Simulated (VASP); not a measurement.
# Al3GaN4 (Pm) in VASP: further runs, part 3 of 3

VASP 6.6.1.

## Step 4: Single point, PBEsol (strain -0.080 along x and y, +0.000 along z)

File INCAR:

```
SYSTEM = Al3GaN4
PREC = Accurate ; ENCUT = 520
EDIFF = 1E-6 ; ISMEAR = 0
SIGMA = 0.05 ; LREAL = .False.
LASPH = .True. ; NELM = 100
ALGO = Normal ; ISIF = 2
LWAVE = .False. ; LCHARG = .False.
GGA = PS ; NBANDS = 31
```

File KPOINTS:

```
regular mesh
0
Gamma
  6 8 4
  0 0 0
```

File POSCAR:

```
Al3GaN4
1.0
    4.6399353336      0.0000000000      0.0001149907
    0.0000000000      2.8796679856      0.0000000000
   -0.0029773563      0.0000000000      5.4179919474
Al Ga N
3 1 4
Direct
    0.5002300423      0.5000000000      0.1673295664
    0.0009207036      0.5000000000      0.8348055932
    0.0010880650      0.0000000000      0.3316926342
    0.4994217138      0.0000000000      0.6662009016
    0.1111724737      0.0000000000      0.6663292503
    0.1224543238      0.5000000000      0.1671578647
    0.6251234799      0.5000000000      0.8401923551
    0.6231881979      0.0000000000      0.3262928345
```

Potentials or basis: VASP PAW PBE potentials, release 64 (Al, Ga_d, N).

Started as:

```console
$ cat potpaw_PBE.64/Al/POTCAR potpaw_PBE.64/Ga_d/POTCAR potpaw_PBE.64/N/POTCAR > POTCAR
$ mpirun -np 1 vasp_std > vasp.out
```

OUTCAR:

```text
SYSTEM = Al3GaN4
   PREC = Accurate
   ENCUT = 520
   EDIFF = 1E-6
   ISMEAR = 0
   LREAL = .False.
   LASPH = .True.
   NELM = 100
   ISIF = 2
   GGA = PS

 ion  position               nearest neighbor table
   1  0.500  0.500  0.167-   6 1.75   8 1.77   8 1.77   7 1.87   3 2.87   3 2.87   3 2.87   3 2.87
                             2 2.93   2 2.94   4 3.06   4 3.06   4 3.07   4 3.07
   2  0.001  0.500  0.835-   7 1.74   5 1.78   5 1.78   6 1.89   4 2.87   4 2.87   4 2.88   4 2.88
                             1 2.93   1 2.94   3 3.05   3 3.05   3 3.08   3 3.08
   3  0.001  0.000  0.332-   8 1.75   6 1.78   6 1.78   5 1.88   1 2.87   1 2.87   1 2.87   1 2.87
                             4 2.94   4 2.95   2 3.05   2 3.05   2 3.08   2 3.08
   4  0.499  0.000  0.666-   5 1.80   7 1.82   7 1.82   8 1.93   2 2.87   2 2.87   2 2.88   2 2.88
                             3 2.94   3 2.95   1 3.06   1 3.06   1 3.07   1 3.07
   5  0.111  0.000  0.666-   2 1.78   2 1.78   4 1.80   3 1.88
   6  0.122  0.500  0.167-   1 1.75   3 1.78   3 1.78   2 1.89
   7  0.625  0.500  0.840-   2 1.74   4 1.82   4 1.82   1 1.87
   8  0.623  0.000  0.326-   3 1.75   1 1.77   1 1.77   4 1.93

  LATTYP: Found a simple monoclinic cell.
 ALAT       =     4.6399353350
 B/A-ratio  =     0.6206267497
 C/A-ratio  =     1.1676871280
 COS(beta)  =    -0.0005247484

  Lattice vectors:

 A1 = (   4.6399353336,   0.0000000000,   0.0001149907)
 A2 = (   0.0000000000,   2.8796679856,   0.0000000000)
 A3 = (  -0.0029773563,   0.0000000000,   5.4179919474)

Analysis of symmetry for initial positions (statically):
=====================================================================
 Subroutine PRICEL returns:
 Original cell was already a primitive cell.

 Routine SETGRP: Setting up the symmetry group for a
 simple monoclinic supercell.

 Subroutine GETGRP returns: Found  2 space group operations
 (whereof  2 operations were pure point group operations)
 out of a pool of  4 trial point group operations.

The static configuration has the point symmetry C_1h.

Analysis of symmetry for dynamics (positions and initial velocities):
=====================================================================
 Subroutine PRICEL returns:
[... 150 lines left out ...]
   LEPSILON=     F    determine dielectric tensor
   LRPA    =     F    only Hartree local field effects (RPA)
 non-spin polarized calculation
 Gauss-broadening in eV      SIGMA  =   0.05
  energy-cutoff  :      520.00
  volume of cell :       72.39
 maximum number of plane-waves:      1968
 NGX is ok and might be reduce to    36
   NGX = 17   NGY = 11   NGZ = 21

 number of electron      42.0000000 magnetization

 Free energy of the ion-electron system (eV)
  ---------------------------------------------------
  ext. energy  EPLUGINS =         0.00000000
  ---------------------------------------------------
  free energy    TOTEN  =       -57.88913861 eV

  energy without entropy =      -57.88913861  energy(sigma->0) =      -57.88913861

 E-fermi :   8.0807     XC(G=0): -12.1135

 val. band max:        7.8421226565   @ k =   0.0000   0.0000   0.0000
 cond. band min:      12.3492220551   @ k =   0.0000   0.0000   0.0000
 fundamental gap:      4.5070993986
 Fermi energy:         8.0807040073

 k-point     1 :       0.0000    0.0000    0.0000
  band No.  band energies     occupation
      1      -9.0074      2.00000
      2      -7.1973      2.00000
      3      -7.0372      2.00000
      4      -5.9117      2.00000
      5      -5.2436      2.00000
      6      -5.1382      2.00000
[... 805 lines left out ...]
     30      19.4774      0.00000
     31      20.2455      0.00000

 [... further k-points ...]

------------------------ aborting loop because EDIFF is reached ----------------------------------------

  FORCE on cell =-STRESS in cart. coord.  units (eV):
  Direction    XX          YY          ZZ          XY          YZ          ZX
  --------------------------------------------------------------------------------------
  -------------------------------------------------------------------------------------
  Total       28.6865841     26.8246276      9.0987715      0.0000000      0.0000000      0.1252521
  in kB      634.8874070    593.6788494    201.3727192      0.0000000      0.0000000      2.7720621
  external PRESSURE =     476.6463252 kB  Pullay stress =       0.0000000 kB

 VOLUME and BASIS-vectors are now :
 -----------------------------------------------------------------------------
  energy-cutoff  :      520.00
  volume of cell :       72.39
      direct lattice vectors                 reciprocal lattice vectors
     4.639935334  0.000000000  0.000114991     0.215520242  0.000000000  0.000118435
     0.000000000  2.879667986  0.000000000     0.000000000  0.347262256  0.000000000
    -0.002977356  0.000000000  5.417991947    -0.000004574  0.000000000  0.184570224

 POSITION                                       TOTAL-FORCE (eV/Angst)
 -----------------------------------------------------------------------------------
      2.32054      1.43983      0.90665         1.049409      0.000000     -1.203723
      0.00179      1.43983      4.52297         1.217757      0.000000      1.240543
      0.00406      0.00000      1.79711         1.063483      0.000000      1.175123
      2.31530      0.00000      3.60953         0.933055      0.000000     -1.363389
      0.51385      0.00000      3.61018        -1.058953      0.000000     -1.406311
      0.56768      1.43983      0.90567        -1.080306      0.000000     -1.291529
      2.89803      1.43983      4.55223        -1.144186      0.000000      1.491147
      2.89058      0.00000      1.76792        -0.980259      0.000000      1.358139
 -----------------------------------------------------------------------------------
    total drift:                               -0.000506     -0.000000     -0.000428

  FREE ENERGIE OF THE ION-ELECTRON SYSTEM (eV)
  ---------------------------------------------------
  free  energy   TOTEN  =       -57.8891386085 eV

  energy  without entropy=      -57.8891386085  energy(sigma->0) =      -57.88913861
```

OSZICAR:

```text
N       E                     dE             d eps       ncg     rms          rms(c)
DAV:   1     0.343440559418E+03    0.34344E+03   -0.19507E+04  4824   0.180E+03
DAV:   2    -0.218520765826E+02   -0.36529E+03   -0.33822E+03  5092   0.487E+02
DAV:   3    -0.666053314426E+02   -0.44753E+02   -0.44208E+02  4973   0.133E+02
DAV:   4    -0.682932732792E+02   -0.16879E+01   -0.16832E+01  5685   0.290E+01
DAV:   5    -0.683295665915E+02   -0.36293E-01   -0.36287E-01  5181   0.401E+00    0.181E+01
DAV:   6    -0.579629729032E+02    0.10367E+02   -0.26705E+01  6721   0.645E+01    0.622E+00
DAV:   7    -0.579853481905E+02   -0.22375E-01   -0.43124E+00  5237   0.130E+01    0.444E+00
DAV:   8    -0.579178201314E+02    0.67528E-01   -0.50594E-01  5897   0.732E+00    0.978E-01
DAV:   9    -0.578887420112E+02    0.29078E-01   -0.10313E-01  6986   0.498E+00    0.409E-01
DAV:  10    -0.578890163164E+02   -0.27431E-03   -0.13970E-02  5177   0.737E-01    0.186E-01
DAV:  11    -0.578891349292E+02   -0.11861E-03   -0.83791E-04  6808   0.320E-01    0.484E-02
DAV:  12    -0.578891368766E+02   -0.19475E-05   -0.11055E-04  6785   0.183E-01    0.205E-02
DAV:  13    -0.578891390583E+02   -0.21817E-05   -0.12449E-05  5885   0.280E-02    0.763E-03
DAV:  14    -0.578891386085E+02    0.44982E-06   -0.28990E-06  4594   0.299E-02
   1 F= -.57889139E+02 E0= -.57889139E+02  d E =-.191222E-13
```

Run time: 55 s. Hardware: 1 thread of Intel Xeon 6975P-C (Granite Rapids), shared host; peak memory 0.26 GiB.

What came out:

* Free energy: -57.8891 eV
* Pressure: 47.7 GPa
* Largest force: 1.880 eV/Å
* Band gap on the k mesh: 4.51 eV

Forces in eV/Å, atoms in the order of the input:
```
Al   1.049  0.000 -1.204
Al   1.218  0.000  1.241
Al   1.063  0.000  1.175
Ga   0.933  0.000 -1.363
N   -1.059  0.000 -1.406
N   -1.080  0.000 -1.292
N   -1.144  0.000  1.491
N   -0.980  0.000  1.358
```

Levels at points of the mesh, in eV from the valence-band top:
```csv
k point,band 19,band 20,band 21,band 22,band 23,band 24
"(0.00, 0.00, 0.00)",-0.68,-0.14,0.00,4.51,5.89,6.50
"(0.50, 0.00, 0.00)",-1.00,-0.88,-0.36,5.57,5.85,6.29
"(0.00, 0.50, 0.00)",-2.25,-2.16,-1.97,5.62,5.69,7.44
"(0.50, 0.50, 0.00)",-1.41,-1.36,-0.98,6.40,6.61,6.86
"(0.00, 0.00, 0.50)",-0.77,-0.57,-0.07,6.65,6.92,7.68
"(0.50, 0.00, 0.50)",-1.27,-1.22,-0.70,6.73,6.74,6.97
"(0.00, 0.50, 0.50)",-2.41,-1.30,-1.13,4.74,5.32,6.01
"(0.50, 0.50, 0.50)",-1.89,-1.71,-1.36,4.86,5.20,5.25
```

Caveat: the cell differs from its parent crystal (strain -0.080 along x and y, +0.000 along z); the cell stands under pressure; the PAW data sets were made with another functional, which shifts forces and pressure a little.

## Step 5: Single point, PBEsol (strain -0.040 along x and y, -0.080 along z)

File INCAR:

```
PREC = Accurate
ENCUT = 520
EDIFF = 1E-7
ISMEAR = 0
SIGMA = 0.05
LREAL = False
LASPH = True
NELM = 80
ALGO = Normal
ISIF = 2
LWAVE = False
LCHARG = False
GGA = PS
NBANDS = 31
```

File KPOINTS:

```
regular mesh
0
Gamma
  6 8 4
```

POSCAR: that of step 4 with these lines changed.

```diff
@@ -2,5 +2,5 @@
 1.0
-    4.6399353336      0.0000000000      0.0001149907
-    0.0000000000      2.8796679856      0.0000000000
-   -0.0029773563      0.0000000000      5.4179919474
+    4.8416716524      0.0000000000      0.0001057914
+    0.0000000000      3.0048709415      0.0000000000
+   -0.0031068066      0.0000000000      4.9845525916
 Al Ga N
```

Started as:

```console
$ cat potpaw_PBE.64/Al/POTCAR potpaw_PBE.64/Ga_d/POTCAR potpaw_PBE.64/N/POTCAR > POTCAR
$ mpirun -np 1 vasp_std > vasp.out
```

It took 58 s on 1 thread of Intel Xeon 6975P-C (Granite Rapids), shared host; peak memory 0.27 GiB.

Results (log left out):

| Item | Value |
| --- | --- |
| Free energy | -58.2850 eV |
| Pressure | 46.3 GPa |
| Largest force | 1.096 eV/Å |
| Band gap on the k mesh | 4.74 eV |

Forces in eV/Å, atoms in the order of the input:
```
Al  -0.523  0.000  0.932
Al  -0.393  0.000 -0.747
Al  -0.404  0.000 -0.952
Ga  -0.563  0.000  0.798
N    0.338  0.000  0.930
N    0.494  0.000  0.894
N    0.582  0.000 -0.928
N    0.468  0.000 -0.927
```

Stress tensor (GPa, compression positive):
```
35.81  0.00 -0.20
 0.00 40.75  0.00
-0.20  0.00 62.38
```

Levels at points of the mesh, in eV from the valence-band top:
| k point | band 18 | band 19 | band 20 | band 21 | band 22 | band 23 | band 24 | band 25 |
| --- | --- | --- | --- | --- | --- | --- | --- | --- |
| (0.00, 0.00, 0.00) | -0.86 | -0.18 | -0.13 | 0.00 | 4.74 | 5.55 | 6.06 | 7.39 |
| (0.50, 0.00, 0.00) | -0.92 | -0.66 | -0.36 | -0.20 | 5.07 | 5.47 | 6.93 | 7.39 |
| (0.00, 0.50, 0.00) | -2.35 | -2.23 | -1.79 | -1.72 | 5.59 | 5.62 | 8.47 | 8.75 |
| (0.50, 0.50, 0.00) | -1.50 | -1.50 | -1.46 | -1.18 | 6.64 | 6.93 | 6.99 | 7.08 |
| (0.00, 0.00, 0.50) | -0.88 | -0.77 | -0.50 | -0.44 | 6.40 | 6.54 | 7.70 | 8.05 |
| (0.50, 0.00, 0.50) | -1.66 | -1.57 | -1.51 | -1.02 | 6.45 | 6.64 | 6.78 | 7.06 |
| (0.00, 0.50, 0.50) | -2.29 | -2.24 | -0.85 | -0.63 | 5.68 | 5.73 | 6.42 | 6.49 |
| (0.50, 0.50, 0.50) | -1.64 | -1.62 | -1.49 | -1.41 | 5.15 | 5.46 | 5.55 | 5.61 |

Caveat: the cell differs from its parent crystal (strain -0.040 along x and y, -0.080 along z); the cell stands under pressure; the PAW data sets were made with another functional, which shifts forces and pressure a little. A k mesh can miss the band edges.

## Step 6: The runs side by side

```csv
cell,gap on the mesh (eV),pressure (GPa),largest force (eV/Å)
"a = 4.640, b = 2.880, c = 4.985 Å, 8 atoms",4.90,81.9,0.26
"a = 4.640, b = 2.880, c = 5.201 Å, 8 atoms",4.90,62.8,1.18
"a = 4.640, b = 2.880, c = 5.418 Å, 8 atoms",4.51,47.7,1.88
"a = 4.842, b = 3.005, c = 4.985 Å, 8 atoms",4.74,46.3,1.10
```

Alike in all rows: task single point; level PBEsol; potentials or basis VASP PAW PBE potentials, release 64 (Al, Ga_d, N); no spin polarisation; k mesh 6 × 8 × 4; cutoff (eV) 520; smearing gaussian 0.05 eV.

Caveats: the cell stands under pressure; the PAW data sets were made with another functional, which shifts forces and pressure a little.

Absolute energies hang on the potentials; compare differences alone.
